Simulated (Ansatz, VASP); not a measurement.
# One calculation of Sb, two programs

```xyz
4
Lattice="3.3577 0.0000 0.0000 -1.6788 2.9078 0.0000 0.0000 0.0000 11.2354" Properties=species:S:1:pos:R:3 pbc="T T T"
Sb    0.0000    0.0000    0.0000
Sb    0.0000    1.9386    2.8088
Sb    0.0000    0.0000    5.6177
Sb    1.6788    0.9693    8.4265
```

Alike in both runs: functional PBE; k mesh 12 × 12 × 4; occupations gaussian, width 0.1 eV; no spin polarisation.

Ansatz relaxed the structure, and its values are those at the end. VASP's run is a single point on that final structure, the one shown.

|  | VASP | Ansatz |
| --- | --- | --- |
| version | VASP 6.6.1 | Ansatz 0.2.0 |
| potentials or method | VASP PAW PBE potentials, release 64 (Sb), cutoff 520 eV | scalar-relativistic, plane waves, PAW |
| valence electrons in the cell | 20 | 60 |

VASP gave:

| Quantity | Value |
| --- | --- |
| gap on the k mesh at the Fermi level (eV) | none |
| pressure (GPa) | -0.1 |

Question: Estimate Ansatz's values.

Answer: gap on the k mesh at the Fermi level (eV): none; pressure (GPa): 0.0.

A gap of «none» marks a metal or a gap that the smearing closes. The functional is the same, so the differences come from potentials, cutoffs and numerics. VASP's potentials hold 20 valence electrons a cell and Ansatz's 60, so a difference there can come from the potentials and not from the codes.

Neither program's run includes spin-orbit coupling.
